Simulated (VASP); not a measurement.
Set up this calculation in VASP 6.6.1, as the native input.

```yaml
Task: relaxation of cell and atoms
Functional: PBEsol
Potentials_or_basis: VASP PAW PBE potentials, release 64 (Hf_pv, O)
Cutoff: 600 eV
k_mesh: 6 × 6 × 8
Occupations: gaussian, width 0.02 eV
Spin: no spin polarisation
Dipole_correction: no
Further_INCAR_settings: ALGO = Normal; EDIFF = 1e-07; IBRION = 2; EDIFFG = -0.005; NSW = 100; ISIF = 3
```

The structure of HfO2 lies in POSCAR:

```
HfO2
1.0
    4.8135329900      0.0000000000      0.0000000000
    0.0000000000      4.8135329900      0.0000000000
    0.0000000000      0.0000000000      3.2054154100
Hf O
2 4
Direct
    0.0000000000      0.0000000000      0.0000000000
    0.5000000000      0.5000000000      0.5000000000
    0.1949551200      0.8050448800      0.5000000000
    0.3050448800      0.3050448800      0.0000000000
    0.6949551200      0.6949551200      0.0000000000
    0.8050448800      0.1949551200      0.5000000000
```

One way to write it, as run:

INCAR

```
SYSTEM = HfO2
  PREC = Accurate
  ENCUT = 600
  EDIFF = 1E-7
  ISMEAR = 0
  SIGMA = 0.02
  LREAL = .False.
  LASPH = .True.
  NELM = 60
  ALGO = Normal
  ISIF = 3
  LWAVE = .False.
  LCHARG = .False.
  GGA = PS
  IBRION = 2
  NSW = 100
  EDIFFG = -0.005
```

KPOINTS

```
Automatic mesh
0
Gamma
  6 6 8
  0 0 0
```

Potentials or basis: VASP PAW PBE potentials, release 64 (Hf_pv, O).

Run with:

```console
$ cat potpaw_PBE.64/Hf_pv/POTCAR potpaw_PBE.64/O/POTCAR > POTCAR
$ mpirun -np 1 vasp_std > vasp.out
```

Results of the run:

* Relaxed volume: 12.33 Å³/atom
* Relaxed cell: a = 4.809 Å, b = 4.809 Å, c = 3.198 Å, α = 90.00°, β = 90.00°, γ = 90.00°
* Space group after relaxing (to 0.05 Å): P4_2/mnm (No. 136)
* Energy gained by relaxing: 0.2 meV/atom
* Ionic steps: 5
* Pressure after relaxing: 0.0 GPa
* Band gap on the k mesh: 3.89 eV, direct

Caveat: the PAW data sets were made with another functional, which shifts forces and pressure a little; spin-orbit coupling is left out, which moves the levels of the heavy elements.

It took 4.2 min on 1 thread of Intel(R) Xeon(R) 6975P-C (Granite Rapids), with other jobs on the host, peak memory 0.26 GiB.
